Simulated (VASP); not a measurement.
# AlAs (F-43m) in VASP: settings compared, part 2 of 2

VASP 6.6.1. Earlier steps stand in the parts before.

### 5 Single point, r2SCAN+D3(BJ) (23.09 Å³/atom)

This run uses another cell than the first one, of 23.09 Å³/atom.

File POSCAR:

```
AlAs
1.0
    0.0000000000      2.8475497321      2.8475497321
    2.8475497321      0.0000000000      2.8475497321
    2.8475497321      2.8475497321      0.0000000000
Al As
1 1
Direct
    0.0000000000      0.0000000000      0.0000000000
    0.7500000000      0.7500000000      0.7500000000
```

File INCAR.step1:

```
PREC = Accurate ; ENCUT = 550
ISMEAR = 0 ; SIGMA = 0.05
LREAL = F ; LASPH = T
NELM = 120 ; NBANDS = 11
GGA = PE ; ALGO = Normal
EDIFF = 1E-5 ; LWAVE = T
LCHARG = F ; GGA_COMPAT = F
```

File INCAR.step2:

```
PREC = Accurate ; ENCUT = 550
EDIFF = 1E-6 ; ISMEAR = 0
SIGMA = 0.05 ; LREAL = F
LASPH = T ; NELM = 120
ALGO = Normal ; ISIF = 2
LWAVE = F ; LCHARG = F
METAGGA = R2SCAN ; LMIXTAU = T
IVDW = 12 ; VDW_S6 = 1.0
VDW_S8 = 0.78981345 ; VDW_A1 = 0.49484001
VDW_A2 = 5.73083694 ; NBANDS = 11
ISTART = 1 ; GGA_COMPAT = F
```

File KPOINTS:

```
regular mesh
0
Gamma
  8 8 8
```

Potentials or basis: VASP PAW PBE potentials, release 64 (Al, As).

Started as:

```
> cat potpaw_PBE.64/Al/POTCAR potpaw_PBE.64/As/POTCAR > POTCAR
> cp INCAR.step1 INCAR
> mpirun -np 1 vasp_std > vasp.out
> cp INCAR.step2 INCAR
> mpirun -np 1 vasp_std > vasp.out
```

OUTCAR:

```text
PREC = Accurate
   ENCUT = 550
   EDIFF = 1E-6
   ISMEAR = 0
   LREAL = F
   LASPH = T
   NELM = 120
   ISIF = 2
   METAGGA = R2SCAN
   IVDW = 12
   ISTART = 1
 IVDW          = 12

 ion  position               nearest neighbor table
   1  0.000  0.000  0.000-   2 2.47   2 2.47   2 2.47   2 2.47
   2  0.750  0.750  0.750-   1 2.47   1 2.47   1 2.47   1 2.47

  LATTYP: Found a face centered cubic cell.
 ALAT       =     5.6950994642

  Lattice vectors:

[... 520 lines left out ...]

 [... further k-points ...]

------------------------ aborting loop because EDIFF is reached ----------------------------------------

 Edisp (eV)   -0.29270

 E8    (eV) :    -0.0994

  FORCE on cell =-STRESS in cart. coord.  units (eV):
  Direction    XX          YY          ZZ          XY          YZ          ZX
  --------------------------------------------------------------------------------------
  -------------------------------------------------------------------------------------
  Total      -0.49847    -0.49847    -0.49847    -0.00000    -0.00000     0.00000
  in kB     -17.29427   -17.29427   -17.29427    -0.00000    -0.00000     0.00000
  external pressure =      -17.29 kB  Pullay stress =        0.00 kB

 VOLUME and BASIS-vectors are now :
 -----------------------------------------------------------------------------
  energy-cutoff  :      550.00
  volume of cell :       46.18
      direct lattice vectors                 reciprocal lattice vectors
     0.000000000  2.847549732  2.847549732    -0.175589558  0.175589558  0.175589558
     2.847549732  0.000000000  2.847549732     0.175589558 -0.175589558  0.175589558
     2.847549732  2.847549732  0.000000000     0.175589558  0.175589558 -0.175589558

 POSITION                                       TOTAL-FORCE (eV/Angst)
 -----------------------------------------------------------------------------------
      0.00000      0.00000      0.00000         0.000000      0.000000      0.000000
      4.27132      4.27132      4.27132        -0.000000     -0.000000     -0.000000
 -----------------------------------------------------------------------------------
    total drift:                               -0.000000     -0.000000     -0.000000

  FREE ENERGIE OF THE ION-ELECTRON SYSTEM (eV)
  ---------------------------------------------------
  free  energy   TOTEN  =       -22.9871079705 eV

  energy  without entropy=      -22.9871079705  energy(sigma->0) =      -22.98710797
```

OUTCAR.step1:

```text
PREC = Accurate
   ENCUT = 550
   ISMEAR = 0
   LREAL = F
   LASPH = T
[... 556 lines left out ...]
 -----------------------------------------------------------------------------------
      0.00000      0.00000      0.00000         0.000000      0.000000      0.000000
      4.27132      4.27132      4.27132        -0.000000     -0.000000     -0.000000
 -----------------------------------------------------------------------------------
    total drift:                               -0.000000     -0.000000     -0.000000

  FREE ENERGIE OF THE ION-ELECTRON SYSTEM (eV)
  ---------------------------------------------------
  free  energy   TOTEN  =        -9.3841459047 eV

  energy  without entropy=       -9.3841459047  energy(sigma->0) =       -9.38414590
```

OSZICAR.step1:

```text
N       E                     dE             d eps       ncg     rms          rms(c)
DAV:   1     0.148104857019E+02    0.14810E+02   -0.29635E+03   638   0.570E+02
DAV:   2    -0.849365199178E+01   -0.23304E+02   -0.22503E+02   806   0.891E+01
DAV:   3    -0.959386940914E+01   -0.11002E+01   -0.10981E+01   816   0.192E+01
DAV:   4    -0.960263970398E+01   -0.87703E-02   -0.87694E-02   724   0.201E+00
DAV:   5    -0.960280533795E+01   -0.16563E-03   -0.16563E-03   795   0.271E-01    0.317E+00
DAV:   6    -0.941513754019E+01    0.18767E+00   -0.33849E-01   692   0.209E+00    0.184E+00
DAV:   7    -0.938330056689E+01    0.31837E-01   -0.16472E-01   737   0.159E+00    0.676E-01
DAV:   8    -0.938389463729E+01   -0.59407E-03   -0.11155E-02   689   0.492E-01    0.109E-01
DAV:   9    -0.938400458698E+01   -0.10995E-03   -0.41254E-04   758   0.116E-01    0.616E-02
DAV:  10    -0.938414222385E+01   -0.13764E-03   -0.18585E-04   693   0.727E-02    0.710E-03
DAV:  11    -0.938414590466E+01   -0.36808E-05   -0.20797E-05   763   0.194E-02
   1 F= -.93841459E+01 E0= -.93841459E+01  d E =-.718426E-18
```

Run time: 41 s. Hardware: 1 thread of Intel Xeon Platinum 8488C (Sapphire Rapids), shared host; peak memory 0.2 GiB.

Results:

| Property | Result |
| --- | --- |
| Free energy | -22.9871 eV |
| Pressure | -1.7 GPa |
| Band gap on the k mesh | 1.82 eV (least direct gap 2.55 eV) |
| Dispersion energy per atom | -0.146 eV |

Caveat: three body term missing; the PAW data sets were made with another functional, which shifts forces and pressure a little. r2SCAN opens gaps a little over a GGA but as a rule still falls short of measured ones.

### 6 Single point, r2SCAN (23.34 Å³/atom)

This run uses another cell than the first one, of 23.34 Å³/atom.

File POSCAR:

```
AlAs
1.0
    0.0000000000      2.8577675718      2.8577675718
    2.8577675718      0.0000000000      2.8577675718
    2.8577675718      2.8577675718      0.0000000000
Al As
1 1
Direct
    0.0000000000      0.0000000000      0.0000000000
    0.7500000000      0.7500000000      0.7500000000
```

File INCAR.step1:

```
SYSTEM = AlAs
PREC = Accurate
ENCUT = 550
ISMEAR = 0
SIGMA = 0.05
LREAL = .FALSE.
LASPH = .TRUE.
NELM = 120
NBANDS = 11
GGA = PE
ALGO = Normal
EDIFF = 1E-5
LWAVE = .TRUE.
LCHARG = .FALSE.
GGA_COMPAT = .FALSE.
```

File INCAR.step2:

```
SYSTEM = AlAs
PREC = Accurate
ENCUT = 550
EDIFF = 1E-6
ISMEAR = 0
SIGMA = 0.05
LREAL = .FALSE.
LASPH = .TRUE.
NELM = 120
ALGO = Normal
ISIF = 2
LWAVE = .FALSE.
LCHARG = .TRUE.
METAGGA = R2SCAN
LMIXTAU = .TRUE.
LELF = .TRUE.
LVHAR = .TRUE.
NBANDS = 11
ISTART = 1
GGA_COMPAT = .FALSE.
```

File KPOINTS:

```
Automatic mesh
0
G
  8 8 8
  0 0 0
```

Potentials or basis: VASP PAW PBE potentials, release 64 (Al, As).

Started as:

```
> cat potpaw_PBE.64/Al/POTCAR potpaw_PBE.64/As/POTCAR > POTCAR
> cp INCAR.step1 INCAR
> mpirun -np 1 vasp_std > vasp.out
> cp INCAR.step2 INCAR
> mpirun -np 1 vasp_std > vasp.out
```

OUTCAR:

```text
SYSTEM = AlAs
   PREC = Accurate
   ENCUT = 550
   EDIFF = 1E-6
   ISMEAR = 0
   LREAL = .FALSE.
   LASPH = .TRUE.
   NELM = 120
   ISIF = 2
   METAGGA = R2SCAN
   ISTART = 1

 ion  position               nearest neighbor table
   1  0.000  0.000  0.000-   2 2.47   2 2.47   2 2.47   2 2.47
   2  0.750  0.750  0.750-   1 2.47   1 2.47   1 2.47   1 2.47

  LATTYP: Found a face centered cubic cell.
 ALAT       =     5.7155351436

  Lattice vectors:

 A1 = (   0.0000000000,   2.8577675718,   2.8577675718)
 A2 = (   2.8577675718,   0.0000000000,   2.8577675718)
 A3 = (   2.8577675718,   2.8577675718,   0.0000000000)

Analysis of symmetry for initial positions (statically):
=====================================================================
 Subroutine PRICEL returns:
 Original cell was already a primitive cell.

 Routine SETGRP: Setting up the symmetry group for a
 face centered cubic supercell.

 Subroutine GETGRP returns: Found 24 space group operations
 (whereof 24 operations were pure point group operations)
 out of a pool of 48 trial point group operations.

[... 171 lines left out ...]
      1      -8.7330      2.00000
      2       3.4235      2.00000
      3       3.4235      2.00000
      4       3.4235      2.00000
      5       5.8836      0.00000
      6       8.0795      0.00000
      7       8.0795      0.00000
      8       8.0795      0.00000
      9      12.8875      0.00000
     10      12.8875      0.00000
     11      12.9932      0.00000
[... 309 lines left out ...]
 k-point    24 :      -0.3750    0.2500    0.1250
  band No.  band energies     occupation
      1      -7.0512      2.00000
      2      -1.8362      2.00000
      3       0.7637      2.00000
      4       1.8938      2.00000
      5       7.4658      0.00000
      6       8.0888      0.00000
      7      10.5314      0.00000
      8      11.5219      0.00000
      9      12.3276      0.00000
     10      15.0699      0.00000
     11      16.3907      0.00000

 [... further k-points ...]

------------------------ aborting loop because EDIFF is reached ----------------------------------------

  FORCE on cell =-STRESS in cart. coord.  units (eV):
  Direction    XX          YY          ZZ          XY          YZ          ZX
  --------------------------------------------------------------------------------------
  -------------------------------------------------------------------------------------
  Total       -0.4347031     -0.4347031     -0.4347031      0.0000000      0.0000000      0.0000000
  in kB      -14.9208158    -14.9208158    -14.9208158      0.0000000      0.0000000      0.0000000
  external PRESSURE =     -14.9208158 kB  Pullay stress =       0.0000000 kB

 VOLUME and BASIS-vectors are now :
 -----------------------------------------------------------------------------
  energy-cutoff  :      550.00
  volume of cell :       46.68
      direct lattice vectors                 reciprocal lattice vectors
     0.000000000  2.857767572  2.857767572    -0.174961745  0.174961745  0.174961745
     2.857767572  0.000000000  2.857767572     0.174961745 -0.174961745  0.174961745
     2.857767572  2.857767572  0.000000000     0.174961745  0.174961745 -0.174961745

 POSITION                                       TOTAL-FORCE (eV/Angst)
 -----------------------------------------------------------------------------------
      0.00000      0.00000      0.00000         0.000000      0.000000      0.000000
      4.28665      4.28665      4.28665        -0.000000     -0.000000     -0.000000
 -----------------------------------------------------------------------------------
    total drift:                               -0.000000     -0.000000     -0.000000

  FREE ENERGIE OF THE ION-ELECTRON SYSTEM (eV)
  ---------------------------------------------------
  free  energy   TOTEN  =       -22.6909280923 eV

  energy  without entropy=      -22.6909280923  energy(sigma->0) =      -22.69092809
```

It took 44 s on 1 thread of Intel Xeon Platinum 8488C (Sapphire Rapids), shared host; peak memory 0.19 GiB.

What came out:

* Free energy: -22.6909 eV
* Pressure: -1.5 GPa
* Band gap on the k mesh: 1.83 eV (least direct gap 2.46 eV)

Levels at points of the mesh, in eV from the valence-band top:
| k point | band 2 | band 3 | band 4 | band 5 | band 6 | band 7 |
| --- | --- | --- | --- | --- | --- | --- |
| (0.00, 0.00, 0.00) | 0.00 | 0.00 | 0.00 | 2.46 | 4.66 | 4.66 |
| (0.50, 0.00, 0.00) | -5.57 | -0.83 | -0.83 | 2.53 | 5.08 | 5.08 |
| (0.50, 0.50, 0.00) | -5.44 | -2.18 | -2.18 | 1.83 | 2.68 | 10.95 |

Caveat: the PAW data sets were made with another functional, which shifts forces and pressure a little. r2SCAN opens gaps a little over a GGA but as a rule still falls short of measured ones.

### 7 Overview

```tsv
level	cell	gap on the mesh (eV)	pressure (GPa)
r2SCAN+D3(BJ)	a = 3.997 Å, angles 60.0°, 2 atoms	1.79	-0.1
r2SCAN+D3(BJ)	a = 4.001 Å, angles 60.0°, 2 atoms	1.79	-0.3
r2SCAN	a = 4.015 Å, angles 60.0°, 2 atoms	1.81	0.0
r2SCAN+D3(BJ)	a = 4.027 Å, angles 60.0°, 2 atoms	1.82	-1.7
r2SCAN	a = 4.041 Å, angles 60.0°, 2 atoms	1.83	-1.5
```

Alike in all rows: task single point; potentials or basis VASP PAW PBE potentials, release 64 (Al, As); no spin polarisation; k mesh 8 × 8 × 8; cutoff (eV) 550; smearing gaussian 0.05 eV.

Caveats: the PAW data sets were made with another functional, which shifts forces and pressure a little; three body term missing (at least some runs).

Total energies depend on the potentials used, so only differences within one code and one set of settings carry meaning.
